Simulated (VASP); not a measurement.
# SiGe (P6_3mc) in VASP: a series of runs, part 2 of 2

VASP 6.6.1. The steps go on from the part before.

## Step 3: Single point, PBEsol (atoms displaced along a vibrational mode)

INCAR

```
PREC     = Accurate       # precision mode
ENCUT    = 520            # plane-wave cutoff, eV
EDIFF    = 1E-7           # SCF threshold, eV
ISMEAR   = 0              # smearing method
SIGMA    = 0.03           # smearing width, eV
LREAL    = False          # projectors in reciprocal space
LASPH    = True           # aspherical terms in the spheres
NELM     = 80             # most SCF steps
ALGO     = Normal         # electronic algorithm
ISIF     = 2              # what is computed and relaxed
LWAVE    = False          # write WAVECAR
LCHARG   = True           # write CHGCAR
GGA      = PS             # functional
LELF     = True           # ELF
LVHAR    = True         
NBANDS   = 26             # bands
```

KPOINTS

```
regular mesh
0
Gamma
  12 12 6
```

POSCAR

```
SiGe
1.0
    3.9044512986      0.0000000000      0.0000000000
   -1.9522256493      3.3813540124      0.0000000000
    0.0000000000      0.0000000000      6.4507830000
Si Ge
2 2
Direct
    0.6666666667      0.3333333333      0.8885587947
    0.3333333333      0.6666666667      0.3885587947
    0.6666666667      0.3333333333      0.4949970371
    0.3333333333      0.6666666667     -0.0050029629
```

Potentials or basis: VASP PAW PBE potentials, release 64 (Si, Ge_d).

Run with:

```bash
$ cat potpaw_PBE.64/Si/POTCAR potpaw_PBE.64/Ge_d/POTCAR > POTCAR
$ mpirun -np 1 vasp_std > vasp.out
```

OUTCAR:

```text
PREC = Accurate
   ENCUT = 520
   EDIFF = 1E-7
   ISMEAR = 0
   LREAL = False
   LASPH = True
   NELM = 80
   ISIF = 2
   GGA = PS

 ion  position               nearest neighbor table
   1  0.667  0.333  0.889-   4 2.36   4 2.36   4 2.36   3 2.54
   2  0.333  0.667  0.389-   3 2.36   3 2.36   3 2.36   4 2.54
   3  0.667  0.333  0.495-   2 2.36   2 2.36   2 2.36   1 2.54
   4  0.333  0.667  0.995-   1 2.36   1 2.36   1 2.36   2 2.54

  LATTYP: Found a hexagonal cell.
 ALAT       =     3.9044512986
 C/A-ratio  =     1.6521612146

  Lattice vectors:

 A1 = (   3.9044512986,   0.0000000000,   0.0000000000)
 A2 = (  -1.9522256493,   3.3813540124,   0.0000000000)
 A3 = (   0.0000000000,   0.0000000000,   6.4507830000)

Analysis of symmetry for initial positions (statically):
=====================================================================
 Subroutine PRICEL returns:
 Original cell was already a primitive cell.

 Routine SETGRP: Setting up the symmetry group for a
 hexagonal supercell.

 Subroutine GETGRP returns: Found 12 space group operations
[... 170 lines left out ...]
  energy without entropy =      -21.09392295  energy(sigma->0) =      -21.09401509

 E-fermi :   5.7331     XC(G=0):  -9.8653

 val. band max:        5.7098676371   @ k =   0.5000  -0.0000   0.0000
 cond. band min:       5.7344157687   @ k =   0.0833  -0.0000   0.0000
 fundamental gap:      0.0245481316
 Fermi energy:         5.7331306371

 k-point     1 :       0.0000    0.0000    0.0000
  band No.  band energies     occupation
      1     -19.0222      2.00000
      2     -19.0222      2.00000
      3     -19.0200      2.00000
      4     -19.0200      2.00000
      5     -19.0193      2.00000
      6     -19.0185      2.00000
[... 685 lines left out ...]
     25      12.3817      0.00000
     26      12.8262      0.00000

 [... further k-points ...]

------------------------ aborting loop because EDIFF is reached ----------------------------------------

  FORCE on cell =-STRESS in cart. coord.  units (eV):
  Direction    XX          YY          ZZ          XY          YZ          ZX
  --------------------------------------------------------------------------------------
  -------------------------------------------------------------------------------------
  Total        1.2498269      1.2498269     -2.0212434      0.0000000      0.0000000      0.0000000
  in kB       23.5124219     23.5124219    -38.0247282      0.0000000      0.0000000      0.0000000
  external PRESSURE =       3.0000385 kB  Pullay stress =       0.0000000 kB

 VOLUME and BASIS-vectors are now :
 -----------------------------------------------------------------------------
  energy-cutoff  :      520.00
  volume of cell :       85.17
      direct lattice vectors                 reciprocal lattice vectors
     3.904451299  0.000000000  0.000000000     0.256117934  0.147869758  0.000000000
    -1.952225649  3.381354012  0.000000000     0.000000000  0.295739516  0.000000000
     0.000000000  0.000000000  6.450783000     0.000000000  0.000000000  0.155019941

 POSITION                                       TOTAL-FORCE (eV/Angst)
 -----------------------------------------------------------------------------------
      1.95223      1.12712      5.73190        -0.000000     -0.000000     -1.216561
     -0.00000      2.25424      2.50651         0.000000     -0.000000     -1.216561
      1.95223      1.12712      3.19312         0.000000     -0.000000      1.216561
     -0.00000      2.25424      6.41851        -0.000000      0.000000      1.216561
 -----------------------------------------------------------------------------------
    total drift:                               -0.000000     -0.000000     -0.000236

  FREE ENERGIE OF THE ION-ELECTRON SYSTEM (eV)
  ---------------------------------------------------
  free  energy   TOTEN  =       -21.0941072239 eV

  energy  without entropy=      -21.0939229540  energy(sigma->0) =      -21.09401509
```

OSZICAR:

```text
N       E                     dE             d eps       ncg     rms          rms(c)
DAV:   1     0.262860251330E+03    0.26286E+03   -0.17579E+04  4640   0.295E+03
DAV:   2     0.212682517586E+02   -0.24159E+03   -0.23228E+03  4000   0.635E+02
DAV:   3    -0.197583955168E+02   -0.41027E+02   -0.40508E+02  4732   0.154E+02
DAV:   4    -0.214313170624E+02   -0.16729E+01   -0.16697E+01  4776   0.344E+01
DAV:   5    -0.214662664873E+02   -0.34949E-01   -0.34942E-01  4788   0.560E+00    0.585E+00
DAV:   6    -0.212128024865E+02    0.25346E+00   -0.10271E-01  4666   0.245E+00    0.340E+00
DAV:   7    -0.210914659550E+02    0.12134E+00   -0.17905E-01  4258   0.281E+00    0.218E-01
DAV:   8    -0.210937587699E+02   -0.22928E-02   -0.17346E-02  4842   0.139E+00    0.111E-01
DAV:   9    -0.210939880689E+02   -0.22930E-03   -0.41839E-04  4870   0.162E-01    0.802E-02
DAV:  10    -0.210940869555E+02   -0.98887E-04   -0.11268E-04  4664   0.979E-02    0.227E-02
DAV:  11    -0.210941052813E+02   -0.18326E-04   -0.20603E-05  4486   0.252E-02    0.476E-03
DAV:  12    -0.210941068864E+02   -0.16051E-05   -0.15463E-06  4782   0.985E-03    0.216E-03
DAV:  13    -0.210941072306E+02   -0.34420E-06   -0.31580E-07  3786   0.286E-03    0.124E-03
DAV:  14    -0.210941072239E+02    0.66839E-08   -0.12414E-08  2564   0.123E-03
   1 F= -.21094107E+02 E0= -.21094015E+02  d E =-.184270E-03
```

Run time: 64 s. Hardware: 1 thread of Intel Xeon 6975P-C (Granite Rapids), shared host; peak memory 0.28 GiB.

What came out:

```yaml
Free_energy: -21.0941 eV
Pressure: 0.3 GPa
Largest_force: 1.217 eV/Å
Band_gap_on_the_k_mesh: zero (bands 18 and 19 overlap by 0.02 eV)
```

Forces in eV/Å, atoms in the order of the input:
```
Si   0.000  0.000 -1.217
Si   0.000  0.000 -1.217
Ge   0.000  0.000  1.217
Ge   0.000  0.000  1.217
```

Caveat: the cell differs from its parent crystal (atoms displaced along a vibrational mode); semilocal functionals underestimate gaps, so a narrow gap can read as zero; the PAW data sets were made with another functional, which shifts forces and pressure a little.

## Step 4: Single point, PBEsol (atoms displaced along a vibrational mode)

INCAR

```
SYSTEM = SiGe
ALGO = Normal
EDIFF = 1E-7
ENCUT = 520
GGA = PS
ISIF = 2
ISMEAR = 0
LASPH = .True.
LCHARG = .True.
LELF = .True.
LREAL = .False.
LVHAR = .True.
LWAVE = .False.
NBANDS = 26
NELM = 80
PREC = Accurate
SIGMA = 0.03
```

KPOINTS

```
k-points
0
Gamma
  12 12 6
  0 0 0
```

POSCAR

```
SiGe
1.0
    3.9044512986      0.0000000000      0.0000000000
   -1.9522256493      3.3813540124      0.0000000000
    0.0000000000      0.0000000000      6.4507830000
Si Ge
2 2
Direct
    0.6666666667      0.3333333333      0.8932093929
    0.3333333333      0.6666666667      0.3932093929
    0.6666666667      0.3333333333      0.4931987162
    0.3333333333      0.6666666667     -0.0068012838
```

Run with:

```bash
$ cat potpaw_PBE.64/Si/POTCAR potpaw_PBE.64/Ge_d/POTCAR > POTCAR
$ mpirun -np 1 vasp_std > vasp.out
```

Wall time 65 s (1 thread of Intel Xeon 6975P-C (Granite Rapids), shared host); peak memory 0.29 GiB.

Results (log left out):

| Property | Result |
| --- | --- |
| Free energy | -20.9816 eV |
| Pressure | 0.6 GPa |
| Largest force | 1.496 eV/Å |
| Band gap on the k mesh | zero (bands 18 and 19 overlap by 0.29 eV) |

Forces on the atoms (eV/Å):
```
Si   0.000  0.000 -1.496
Si   0.000  0.000 -1.496
Ge   0.000  0.000  1.496
Ge   0.000  0.000  1.496
```

Stress tensor (GPa, compression positive):
```
 3.23  0.00  0.00
 0.00  3.23  0.00
 0.00  0.00 -4.61
```

Levels at points of the mesh, in eV from the Fermi level:
```csv
k point,band 16,band 17,band 18,band 19,band 20,band 21
"(0.00, 0.00, 0.00)",-0.64,-0.64,-0.14,0.41,1.20,1.98
"(0.50, 0.00, 0.00)",-3.54,-2.75,-2.15,-0.06,1.60,3.48
"(0.00, 0.00, 0.50)",-1.40,-1.40,-1.40,0.63,0.63,2.80
"(0.50, 0.00, 0.50)",-2.96,-2.40,-2.40,0.50,0.50,1.26
```

Caveat: the cell differs from its parent crystal (atoms displaced along a vibrational mode); semilocal functionals underestimate gaps, so a narrow gap can read as zero; the PAW data sets were made with another functional, which shifts forces and pressure a little.

## Step 5: Single point, PBEsol (atoms displaced along a vibrational mode)

INCAR

```
SYSTEM = SiGe
  PREC = Accurate
  ENCUT = 520
  EDIFF = 1E-6
  ISMEAR = 0
  SIGMA = 0.03
  LREAL = .FALSE.
  LASPH = .TRUE.
  NELM = 80
  ALGO = Normal
  ISIF = 2
  LWAVE = .FALSE.
  LCHARG = .FALSE.
  GGA = PS
  NBANDS = 26
```

KPOINTS

```
Automatic mesh
0
G
  12 12 6
  0 0 0
```

POSCAR

```
SiGe
1.0
    3.9044512986      0.0000000000      0.0000000000
   -1.9522256493      3.3813540124      0.0000000000
    0.0000000000      0.0000000000      6.4507830000
Si Ge
2 2
Direct
    0.6666666667      0.3333333333      0.8606552053
    0.3333333333      0.6666666667      0.3606552053
    0.6666666667      0.3333333333      0.5057869629
    0.3333333333      0.6666666667      0.0057869629
```

Run with:

```bash
$ cat potpaw_PBE.64/Si/POTCAR potpaw_PBE.64/Ge_d/POTCAR > POTCAR
$ mpirun -np 1 vasp_std > vasp.out
```

It took 63 s on 1 thread of Intel Xeon 6975P-C (Granite Rapids), shared host; peak memory 0.28 GiB.

Results (log left out):

| Item | Value |
| --- | --- |
| Free energy | -21.0546 eV |
| Pressure | 0.1 GPa |
| Largest force | 1.754 eV/Å |
| Band gap on the k mesh | zero (bands 18 and 19 overlap by 0.10 eV) |

Forces in eV/Å, atoms in the order of the input:
```
Si   0.000  0.000  1.754
Si   0.000  0.000  1.754
Ge   0.000  0.000 -1.754
Ge   0.000  0.000 -1.754
```

Stress tensor (GPa, compression positive):
```
-2.60  0.00  0.00
 0.00 -2.60  0.00
 0.00  0.00  5.46
```

Levels at points of the mesh, in eV from the Fermi level:
| k point | band 15 | band 16 | band 17 | band 18 | band 19 | band 20 | band 21 | band 22 |
| --- | --- | --- | --- | --- | --- | --- | --- | --- |
| (0.00, 0.00, 0.00) | -1.73 | -1.21 | 0.12 | 0.12 | 0.43 | 1.21 | 1.60 | 1.60 |
| (0.50, 0.00, 0.00) | -5.28 | -3.63 | -3.31 | -1.42 | 0.27 | 1.82 | 2.43 | 2.53 |
| (0.00, 0.00, 0.50) | -1.06 | -1.06 | -1.06 | -1.06 | 1.25 | 1.25 | 2.89 | 2.89 |
| (0.50, 0.00, 0.50) | -3.09 | -3.09 | -2.59 | -2.59 | 0.25 | 0.25 | 1.77 | 1.77 |

Caveat: the cell differs from its parent crystal (atoms displaced along a vibrational mode); semilocal functionals underestimate gaps, so a narrow gap can read as zero; the PAW data sets were made with another functional, which shifts forces and pressure a little.

## Step 6: The runs side by side

```csv
cell,gap on the mesh (eV),pressure (GPa),largest force (eV/Å)
"as given, atomic positions A",none,0.5,2.44
"as given, atomic positions B",none,0.3,1.22
"as given, atomic positions C",none,0.6,1.50
"as given, atomic positions D",none,0.1,1.75
```

Alike in all rows: task single point; level PBEsol; potentials or basis VASP PAW PBE potentials, release 64 (Si, Ge_d); no spin polarisation; k mesh 12 × 12 × 6; cutoff (eV) 520; smearing gaussian 0.03 eV.

Caveats: semilocal functionals underestimate gaps, so a narrow gap can read as zero; the PAW data sets were made with another functional, which shifts forces and pressure a little.

Absolute energies hang on the potentials; compare differences alone.
